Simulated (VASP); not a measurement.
A run of VASP 6.6.1 is set up as follows.

File INCAR:

```
PREC = Accurate
ENCUT = 500
EDIFF = 1E-7
ISMEAR = 0
SIGMA = 0.05
LREAL = False
LASPH = True
NELM = 120
ALGO = Normal
ISIF = 3
LWAVE = False
LCHARG = False
GGA = PS
IBRION = 2
NSW = 60
EDIFFG = -0.03
PSTRESS = 300.0
GGA_COMPAT = False
NELMIN = 4
```

Contents of KPOINTS:

```
regular mesh
0
Gamma
  9 9 5
```

Contents of POSCAR:

```
Rh
1.0
    2.7309790400      0.0000000000      0.0000000000
   -1.3654895200      2.3650972300      0.0000000000
    0.0000000000      0.0000000000      4.4284890000
Rh
2
Direct
    0.6666666675      0.3333333277      0.7500000000
    0.3333333304      0.6666666681      0.2500000000
```

Potentials or basis: VASP PAW PBE potentials, release 64 (Rh_pv).

The run is started by

```bash
$ cat potpaw_PBE.64/Rh_pv/POTCAR > POTCAR
$ mpirun -np 1 vasp_std > vasp.out
```

What does it give for the relaxed cell?

a = 2.606 Å, b = 2.606 Å, c = 4.237 Å, α = 90.00°, β = 90.00°, γ = 120.00°.

Estimate the band gap on the k mesh.

zero (band 15 reaches 14.52 eV, above the bottom of band 16 at 12.02 eV).

The path:
| step | energy change (eV) | largest force (eV/Å) | pressure (GPa) | volume (Å³) |
| --- | --- | --- | --- | --- |
| 1 | 0.0000 | 0.0000 | -13.80 | 28.60 |
| 2 | 14.4762 | 0.0000 | 681.21 | 15.28 |
| 3 | 0.0136 | 0.0000 | 18.87 | 25.62 |
| 4 | 0.0589 | 0.0000 | 24.16 | 25.29 |
| 5 | 0.1188 | 0.0000 | 30.15 | 24.93 |
| 6 | 0.1059 | 0.0000 | 28.91 | 25.00 |
| 7 | 0.1071 | 0.0000 | 29.03 | 24.99 |
| 8 | 0.1065 | 0.0000 | 28.97 | 25.00 |
| 9 | 0.1215 | 0.0000 | 30.38 | 24.92 |

Caveat: the cell is relaxed towards a set pressure, so the enthalpy falls and the energy may rise; the PAW data sets were made with another functional, which shifts forces and pressure a little.
